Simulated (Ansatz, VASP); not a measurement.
**Fe in VASP and in Ansatz**

```
CELL_PARAMETERS angstrom
-1.43332 1.43332 1.43332
1.43332 -1.43332 1.43332
1.43332 1.43332 -1.43332
ATOMIC_POSITIONS crystal
Fe 0.00000 0.00000 0.00000
```

Alike in both runs: task single point; functional PBEsol; dispersion D4; k mesh 13 × 13 × 13; occupations fermi-dirac, width 0.05 eV; collinear spin.

```csv
,VASP,Ansatz
version,VASP 6.6.1,Ansatz 0.2.0
potentials or method,"VASP PAW PBE potentials, release 64 (Fe)",Ansatz PAW
plane-wave cutoff (eV),520,420
valence electrons in the cell,8,16
```

Ansatz gave:

* gap on the k mesh at the Fermi level (eV): none
* pressure (GPa): -18.3
* net moment per atom (μB): 2.20
* size of the moment on the site where the two differ most (μB): 2.24

Problem. What did VASP give for the same quantities?

Solution. gap on the k mesh at the Fermi level (eV): none; pressure (GPa): -18.2; net moment per atom (μB): 2.22; size of the moment on the site where the two differ most (μB): 2.22.

VASP's potentials were made for PBE, not for PBEsol. Site moments also hang on the region over which each program counts them. A gap of «none» marks a metal or a gap that the smearing closes. VASP's potentials hold 8 valence electrons a cell and Ansatz's 16, so a difference there can come from the potentials and not from the codes.
